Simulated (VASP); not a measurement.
ZrTi7C8:

```
CELL_PARAMETERS angstrom
-4.37003 4.37003 0.00000
-4.37003 0.00000 4.37003
0.00000 4.37003 4.37003
ATOMIC_POSITIONS crystal
Zr 0.00000 0.00000 0.00000
Ti 0.50000 0.00000 0.00000
Ti 0.00000 0.50000 0.00000
Ti 0.00000 0.00000 0.50000
Ti 0.50000 0.50000 0.00000
Ti 0.50000 0.00000 0.50000
Ti 0.00000 0.50000 0.50000
Ti 0.50000 0.50000 0.50000
C 0.75000 0.75000 0.75000
C 0.25000 0.75000 0.75000
C 0.75000 0.25000 0.75000
C 0.75000 0.75000 0.25000
C 0.25000 0.25000 0.75000
C 0.25000 0.75000 0.25000
C 0.75000 0.25000 0.25000
C 0.25000 0.25000 0.25000
```

- Program: VASP 6.6.1
- Task: relaxation of cell and atoms
- Functional: PBEsol
- Potentials or basis: VASP PAW PBE potentials, release 64 (Zr_sv, Ti_sv, C)
- Cutoff: 600 eV
- k mesh: 4 × 4 × 4
- Occupations: gaussian, width 0.1 eV
- Spin: no spin polarisation

At the start: pressure -3.0 GPa; volume 10.43 Å³/atom.

Problem. How do energy, volume and symmetry change on relaxing?

Solution. Over 5 steps the energy falls by 14.6 meV/atom and the volume is 10.28 Å³/atom (-1.5 %); space group Fm-3m (No. 225, to 0.05 Å).

Step by step:
| step | energy change (eV) | largest force (eV/Å) | pressure (GPa) | volume (Å³) |
| --- | --- | --- | --- | --- |
| 1 | 0.0000 | 1.3283 | -3.02 | 166.91 |
| 2 | -0.1971 | 0.3082 | 3.60 | 162.20 |
| 3 | -0.2258 | 0.1364 | 1.77 | 163.41 |
| 4 | -0.2236 | 0.1387 | -1.98 | 165.71 |
| 5 | -0.2333 | 0.0052 | -0.04 | 164.48 |

Final structure:
```xyz
16
Lattice="-4.3487 4.3487 0.0000 -4.3487 0.0000 4.3487 0.0000 4.3487 4.3487" Properties=species:S:1:pos:R:3 pbc="T T T"
Zr    0.0000    0.0000    0.0000
Ti   -2.1743    2.1743    0.0000
Ti   -2.1743    0.0000    2.1743
Ti    0.0000    2.1743    2.1743
Ti   -4.3487    2.1743    2.1743
Ti   -2.1743    4.3487    2.1743
Ti   -2.1743    2.1743    4.3487
Ti   -4.3487    4.3487    4.3487
C    -6.5230    6.5230    6.5230
C    -4.3487    4.3487    6.4714
C    -4.3487    6.4714    4.3487
C    -6.4714    4.3487    4.3487
C    -2.2260    4.3487    4.3487
C    -4.3487    2.2260    4.3487
C    -4.3487    4.3487    2.2260
C    -2.1743    2.1743    2.1743
```

Caveat: the PAW data sets were made with another functional, which shifts forces and pressure a little.
